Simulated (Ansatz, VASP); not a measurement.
# VN2 in VASP and in Ansatz

```
CELL_PARAMETERS angstrom
-2.14647 2.14647 2.45689
2.14647 -2.14647 2.45689
2.14647 2.14647 -2.45689
ATOMIC_POSITIONS crystal
V 0.25000 0.25000 0.00000
V 0.75000 0.75000 0.00000
N 0.11408 0.61408 0.72816
N 0.61408 0.88592 0.50000
N 0.88592 0.38592 0.27184
N 0.38592 0.11408 0.50000
```

Alike in both runs: functional r2SCAN; k mesh 12 × 12 × 12; occupations gaussian, width 0.1 eV; no spin polarisation.

Ansatz relaxed the structure, and its values are those at the end. VASP's run is a single point on that final structure, the one shown.

```csv
,VASP,Ansatz
version,VASP 6.6.1,Ansatz 0.2.0
potentials or method,"VASP PAW PBE potentials, release 64 (V_sv, N), cutoff 520 eV","scalar-relativistic, plane waves, PAW"
valence electrons in the cell,46,46
```

```tsv
	VASP	Ansatz	Ansatz less VASP
gap on the k mesh at the Fermi level (eV)	none	none	-
pressure (GPa)	1.5	0.0	-1.53
rms of the force components (eV/Å)	0.036	0.000	-0.0359
```

VASP's potentials were made for PBE, not for r2SCAN. A gap of «none» marks a metal or a gap that the smearing closes.
